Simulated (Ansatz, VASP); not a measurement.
# HfN: VASP beside Ansatz

```xyz
4
Lattice="3.1339 0.0000 0.0000 -1.5670 2.7140 0.0000 0.0000 0.0000 5.4168" Properties=species:S:1:pos:R:3 pbc="T T T"
Hf    1.5670    0.9047    4.0626
Hf    0.0000    1.8094    1.3542
N     0.0000    0.0000   -0.0200
N     0.0000    0.0000    2.7084
```

Alike in both runs: task single point; functional PBEsol; k mesh 9 × 9 × 5; occupations fermi-dirac, width 0.15 eV; no spin polarisation.

```csv
,VASP,Ansatz
version,VASP 6.6.1,Ansatz 0.2.0
potentials or method,"VASP PAW PBE potentials, release 64 (Hf_pv, N)","plane waves, PAW"
plane-wave cutoff (eV),520,420
valence electrons in the cell,30,62
```

|  | VASP | Ansatz | Ansatz less VASP |
| --- | --- | --- | --- |
| rms of the force components (eV/Å) | 0.106 | 0.106 | 0.0000 |

VASP's potentials were made for PBE, not for PBEsol. Atom by atom the forces differ by 0.000 eV/Å (rms over components). VASP's potentials hold 30 valence electrons a cell and Ansatz's 62, so a difference there can come from the potentials and not from the codes.

Neither program's run includes spin-orbit coupling.
